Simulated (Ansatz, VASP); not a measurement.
**BN in VASP and in Ansatz**

The input INCAR:

```
PREC = Accurate ; ENCUT = 520
EDIFF = 1E-6 ; ISMEAR = 0
SIGMA = 0.1 ; LREAL = False
LASPH = True ; NELM = 150
ALGO = Normal ; ISIF = 2
LWAVE = False ; LCHARG = True
LNONCOLLINEAR = True ; MAGMOM = 0 0 0.5 0 0 0
LORBIT = 11 ; LVHAR = True
NBANDS = 20
```

KPOINTS

```
regular mesh
0
Gamma
  10 10 10
```

Contents of POSCAR:

```
BN
1.0
    0.0000000000      1.8130010000      1.8130010000
    1.8130010000      0.0000000000      1.8130010000
    1.8130010000      1.8130010000      0.0000000000
N B
1 1
Direct
    0.2500000000      0.2500000000      0.2500000000
    0.0000000000      0.0000000000      0.0000000000
```

input.yaml

```yaml
crystal:
  lattice:
    - [0.0, 1.813001, 1.813001]
    - [1.813001, 0.0, 1.813001]
    - [1.813001, 1.813001, 0.0]
  atoms:
    - { symbol: "N", position: [0.25, 0.25, 0.25], spin: 0.5, spin_axis: [0.0, 0.0, 1.0] }
    - { symbol: B, position: [0.0, 0.0, 0.0] }
kpoints:
  mp_grid: { grid: [10, 10, 10] }
  band_path:
    path:
      - [0.0, 0.0, 0.0]
      - [0.5, 0.0, 0.5]
      - [0.5, 0.25, 0.75]
      - [0.375, 0.375, 0.75]
      - [0.0, 0.0, 0.0]
      - [0.5, 0.5, 0.5]
      - [0.625, 0.25, 0.625]
      - [0.5, 0.25, 0.75]
    npoints: 10
scf:
  occupations: { method: gaussian, width: 0.1 }
hamiltonian:
  xc: lda
  pseudopotentials: { kind: all_electron, lapw: { basis_error: 0.001 } }
magnetization:
  noncollinear: true
output:
  forces: true
  stress: true
  eigenvalues: true
```

Alike in both runs: functional LDA; k mesh 10 × 10 × 10; occupations gaussian, width 0.1 eV; non-collinear spin.

|  | VASP | Ansatz |
| --- | --- | --- |
| version | VASP 6.6.1 | Ansatz 0.2.0 |
| potentials or method | VASP PAW LDA potentials, release 64 (N, B), cutoff 520 eV | all-electron LAPW, scalar-relativistic |
| task | single point | band structure |

|  | VASP | Ansatz | Ansatz less VASP |
| --- | --- | --- | --- |
| gap on the k mesh at the Fermi level (eV) | 4.33 | 4.34 | +0.009 |
| least direct gap on the mesh (eV) | 8.64 | 8.65 | +0.007 |
| pressure (GPa) | -13.3 | -14.1 | -0.75 |
| net moment per atom (μB) | 0.00 | 0.00 | 0.000 |

LDA's correlation is that of Perdew and Zunger in VASP and of Perdew and Wang (1992) in Ansatz. Ansatz ran all-electron here, and VASP with PAW potentials.
